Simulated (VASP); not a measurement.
Runs of VASP 6.6.1 on C. The structure is that of space group Fd-3m (No. 227), or close to it. The cells are those of the table. 

```csv
task,cell,k mesh,cutoff (eV),smearing,ions in elastic constants,gap on the mesh (eV),pressure (GPa)
single point,"a = 2.513 Å, angles 60.0, 60.0, 90.0°, 2 atoms",16 × 16 × 16,520,fermi-dirac 0.1 eV,-,4.03,1.1
single point,"a = 2.463, b = 2.463, c = 2.503 Å, angles 60.5, 60.5, 90.0°, 2 atoms",12 × 12 × 12,520,gaussian 0.01 eV,-,3.71,14.8
single point,"a = 2.513 Å, angles 60.0, 60.0, 90.0°, 2 atoms",12 × 12 × 12,520,gaussian 0.01 eV,-,(a),1.1
relaxation of cell and atoms,"relaxed from a = 2.522 Å, angles 60.0, 60.0, 90.0°, 2 atoms",16 × 16 × 16,600,fermi-dirac 0.1 eV,-,4.03,0.0
```

Alike in all rows: level PBEsol; potentials or basis VASP PAW PBE potentials, release 64 (C); no spin polarisation.

Q: Estimate the missing entries.

A: (a) 4.06.

Caveats: the PAW data sets were made with another functional, which shifts forces and pressure a little.

A k mesh can miss the band edges.
